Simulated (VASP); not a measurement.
A run of VASP 6.6.1:

Contents of INCAR:

```
PREC = Accurate ; ENCUT = 520
EDIFF = 1E-6 ; ISMEAR = 0
SIGMA = 0.05 ; LREAL = Auto
LASPH = True ; NELM = 60
ALGO = Normal ; ISIF = 2
LWAVE = False ; LCHARG = True
GGA = PE ; LELF = True
LVHAR = True ; NBANDS = 52
NELECT = 74.0
```

The input KPOINTS:

```
Automatic mesh
0
Gamma
  2 2 2
```

The input POSCAR:

```
CuSi16
1.0
    0.0000000000      5.4300000000      5.4300000000
    5.4300000000      0.0000000000      5.4300000000
    5.4300000000      5.4300000000      0.0000000000
Si Cu
16 1
Direct
   -0.0036157459      0.0000122468      0.0103582873
    0.1352033149      0.1268546961      0.1175064457
    0.0125852670     -0.0055596685      0.5021793738
    0.1190837017      0.1290505525      0.6356958564
    0.0018744015      0.4996362799      0.0096646409
    0.1210018416      0.6278392265      0.1341545120
   -0.0035153775      0.5019402394      0.5078536832
    0.1267519337      0.6174552486      0.6350696133
    0.5133121547      0.0085484346     -0.0322767956
    0.6236733886      0.1265593923      0.1182034070
    0.4937960405     -0.0046019337      0.5046310313
    0.6436046041      0.1220865562      0.5966020258
    0.4926740331      0.4992195212      0.0104088398
    0.6298566298      0.6269888582      0.1174406077
    0.5032533149      0.4901886740      0.5063778085
    0.6234563536      0.6177353591      0.6356988950
    0.4019220994      0.8673305709      0.3400861878
```

Potentials or basis: VASP PAW PBE potentials, release 64 (Si, Cu).

Launch:

```bash
$ cat potpaw_PBE.64/Si/POTCAR potpaw_PBE.64/Cu/POTCAR > POTCAR
$ mpirun -np 1 vasp_std > vasp.out
```

Hardware: 1 thread of Intel(R) Xeon(R) 6975P-C (Granite Rapids), with other jobs on the host.

How long does it take, and how much memory?

Run time: 4.2 min on 1 thread of Intel(R) Xeon(R) 6975P-C (Granite Rapids), on a shared host, peak memory 0.48 GiB. Counts: scf iterations 20, k points 8.
